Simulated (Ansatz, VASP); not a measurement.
**Two plane-wave programs on Si3N4**

The input POSCAR:

```
Si3N4
1.0
    7.6020000000      0.0000000000      0.0000000000
   -3.8010000000      6.5835251196      0.0000000000
    0.0000000000      0.0000000000      2.9060000000
Si N
6 8
Direct
    0.7684770000      0.1745610000      0.2500000000
    0.5939160000      0.7684770000      0.7500000000
    0.8254390000      0.5939160000      0.2500000000
    0.2315230000      0.8254390000      0.7500000000
    0.4060840000      0.2315230000      0.2500000000
    0.1745610000      0.4060840000      0.7500000000
    0.0305000000      0.3302500000      0.2500000000
    0.7002500000      0.0305000000      0.7500000000
    0.6697500000      0.7002500000      0.2500000000
    0.9695000000      0.6697500000      0.7500000000
    0.2997500000      0.9695000000      0.2500000000
    0.3302500000      0.2997500000      0.7500000000
    0.6666666667      0.3333333333      0.2500000000
    0.3333333333      0.6666666667      0.7500000000
```

INCAR.step1

```
  PREC = Accurate
  ENCUT = 520
  ISMEAR = -1
  SIGMA = 0.02
  LREAL = F
  LASPH = T
  NELM = 60
  NBANDS = 45
  GGA = PE
  ALGO = Normal
  EDIFF = 1E-4
  LWAVE = T
  LCHARG = F
```

File INCAR.step2:

```
  PREC = Accurate
  ENCUT = 520
  EDIFF = 1E-8
  ISMEAR = -1
  SIGMA = 0.02
  LREAL = F
  LASPH = T
  NELM = 60
  ALGO = Normal
  ISIF = 2
  LWAVE = F
  LCHARG = F
  METAGGA = R2SCAN
  LMIXTAU = T
  LEFG = T
  NBANDS = 45
  ISTART = 1
```

The input KPOINTS:

```
regular mesh
0
Gamma
  4 4 10
```

Input for Ansatz:

```yaml
crystal:
  lattice:
    - [7.602, 0.0, 0.0]
    - [-3.801, 6.5835251196, 0.0]
    - [0.0, 0.0, 2.906]
  atoms:
    - { symbol: Si, position: [0.768477, 0.174561, 0.25] }
    - { symbol: Si, position: [0.593916, 0.768477, 0.75] }
    - { symbol: Si, position: [0.825439, 0.593916, 0.25] }
    - { symbol: Si, position: [0.231523, 0.825439, 0.75] }
    - { symbol: Si, position: [0.406084, 0.231523, 0.25] }
    - { symbol: Si, position: [0.174561, 0.406084, 0.75] }
    - { symbol: "N", position: [0.0305, 0.33025, 0.25] }
    - { symbol: "N", position: [0.70025, 0.0305, 0.75] }
    - { symbol: "N", position: [0.66975, 0.70025, 0.25] }
    - { symbol: "N", position: [0.9695, 0.66975, 0.75] }
    - { symbol: "N", position: [0.29975, 0.9695, 0.25] }
    - { symbol: "N", position: [0.33025, 0.29975, 0.75] }
    - { symbol: "N", position: [0.6666666667, 0.3333333333, 0.25] }
    - { symbol: "N", position: [0.3333333333, 0.6666666667, 0.75] }
kpoints:
  mp_grid: { grid: [4, 4, 10] }
scf:
  occupations: { method: fermi_dirac, width: 0.02 }
hamiltonian:
  xc: r2scan
  pseudopotentials: { kind: paw }
output:
  forces: true
  stress: true
  populations: true
  efg:
    quadrupole_moments_barn: { "N": 0.02044 }
    contact_densities: true
```

Alike in both runs: task electric field gradients; functional r2SCAN; k mesh 4 × 4 × 10; occupations fermi-dirac, width 0.02 eV; no spin polarisation.

```csv
,VASP,Ansatz
version,VASP 6.6.1,Ansatz 0.2.0
potentials or method,"VASP PAW PBE potentials, release 64 (Si, N)","plane-wave PAW, scalar-relativistic"
plane-wave cutoff (eV),520,500
valence electrons in the cell,64,64
```

```tsv
	VASP	Ansatz	Ansatz less VASP
gap on the k mesh at the Fermi level (eV)	4.99	4.99	+0.007
pressure (GPa)	-0.1	0.1	+0.17
traceless stress, the component that is largest in VASP (GPa)	-0.19	-0.15	+0.038
rms of the force components (eV/Å)	0.016	0.016	-0.0003
size of Vzz on the site where it differs most (V/Å²)	46.5	49.7	+3.17
```

VASP's potentials were made for PBE, not for r2SCAN. Atom by atom the forces differ by 0.001 eV/Å (rms over components).
